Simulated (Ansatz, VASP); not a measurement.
One calculation of Si, two programs

Contents of INCAR:

```
SYSTEM = Si
PREC     = Accurate       ! precision mode
ENCUT    = 520            ! plane-wave cutoff, eV
EDIFF    = 1E-6           ! SCF threshold, eV
ISMEAR   = 0              ! smearing method
SIGMA    = 0.03           ! smearing width, eV
LREAL    = .FALSE.        ! projectors in reciprocal space
LASPH    = .TRUE.         ! aspherical terms in the spheres
NELM     = 80             ! most SCF steps
ALGO     = Normal         ! electronic algorithm
ISIF     = 2              ! what is computed and relaxed
LWAVE    = .FALSE.        ! write WAVECAR
LCHARG   = .TRUE.         ! write CHGCAR
GGA      = CA             ! functional
LELF     = .TRUE.         ! ELF
LVHAR    = .TRUE.       
NBANDS   = 16             ! bands
```

The input KPOINTS:

```
regular mesh
0
G
  12 12 6
  0 0 0
```

POSCAR

```
Si
1.0
    3.8537843876      0.0000000000      0.0000000000
   -1.9268921938      3.3374751803      0.0000000000
    0.0000000000      0.0000000000      6.1198096075
Si
4
Direct
    0.3333333333      0.6666666667      0.0630360460
    0.6666666667      0.3333333333      0.5630360460
    0.3333333333      0.6666666667      0.4369639540
    0.6666666667      0.3333333333      0.9369639540
```

Input for Ansatz:

```yaml
crystal:
  lattice:
    - [3.8537843876, 0.0, 0.0]
    - [-1.9268921938, 3.3374751803, 0.0]
    - [0.0, 0.0, 6.1198096075]
  atoms:
    - { symbol: Si, position: [0.3333333333, 0.6666666667, 0.063036046] }
    - { symbol: Si, position: [0.6666666667, 0.3333333333, 0.563036046] }
    - { symbol: Si, position: [0.3333333333, 0.6666666667, 0.436963954] }
    - { symbol: Si, position: [0.6666666667, 0.3333333333, 0.936963954] }
basis:
  ecutwfc: 420
kpoints:
  mp_grid: { grid: [12, 12, 6] }
hamiltonian:
  xc: lda
  pseudopotentials: { kind: paw, azcp: { folder: soft_1 } }
scf:
  occupations: { method: gaussian, width: 0.03 }
output:
  forces: true
  stress: true
  eigenvalues: true
```

Alike in both runs: task single point; functional LDA; k mesh 12 × 12 × 6; occupations gaussian, width 0.03 eV; no spin polarisation.

|  | VASP | Ansatz |
| --- | --- | --- |
| version | VASP 6.6.1 | Ansatz 0.2.0 |
| potentials or method | VASP PAW LDA potentials, release 64 (Si), cutoff 520 eV | scalar-relativistic, plane waves, PAW |
| valence electrons in the cell | 16 | 16 |

|  | VASP | Ansatz | Ansatz less VASP |
| --- | --- | --- | --- |
| gap on the k mesh at the Fermi level (eV) | 0.08 | 0.08 | +0.004 |
| least direct gap on the mesh (eV) | 0.53 | 0.53 | -0.006 |
| pressure (GPa) | 0.4 | 0.3 | -0.06 |
| traceless stress, the component that is largest in VASP (GPa) | 6.66 | 6.64 | -0.024 |
| rms of the force components (eV/Å) | 0.295 | 0.295 | 0.0000 |

Ansatz warns that its potentials were made for another functional, while VASP's fit it. LDA's correlation is that of Perdew and Zunger in VASP and of Perdew and Wang (1992) in Ansatz. Atom by atom the forces differ by 0.000 eV/Å (rms over components).
